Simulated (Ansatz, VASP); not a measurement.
## Ag: VASP beside Ansatz

```xyz
2
Lattice="2.8289 0.0000 0.0000 0.0000 4.0007 0.0000 0.0000 0.0000 17.4145" Properties=species:S:1:pos:R:3 pbc="T T T"
Ag    0.7072    1.0002    8.2290
Ag    2.1217    3.0005    9.1855
```

Alike in both runs: functional LDA; k mesh 12 × 8 × 1; occupations fermi-dirac, width 0.1 eV; no spin polarisation.

Ansatz relaxed the structure, and its values are those at the end. VASP's run is a single point on that final structure, the one shown.

|  | VASP | Ansatz |
| --- | --- | --- |
| version | VASP 6.6.1 | Ansatz 0.2.0 |
| potentials or method | VASP PAW LDA potentials, release 64 (Ag) | PAW with Ansatz's default frozen-core files, scalar-relativistic |
| plane-wave cutoff (eV) | 520 | 420 |
| valence electrons in the cell | 22 | 38 |

|  | VASP | Ansatz | Ansatz less VASP |
| --- | --- | --- | --- |
| rms of the force components (eV/Å) | 0.006 | 0.000 | -0.0053 |

LDA's correlation is that of Perdew and Zunger in VASP and of Perdew and Wang (1992) in Ansatz. VASP's potentials hold 22 valence electrons a cell and Ansatz's 38, so a difference there can come from the potentials and not from the codes. Ansatz's warnings: stress scf threshold loose.
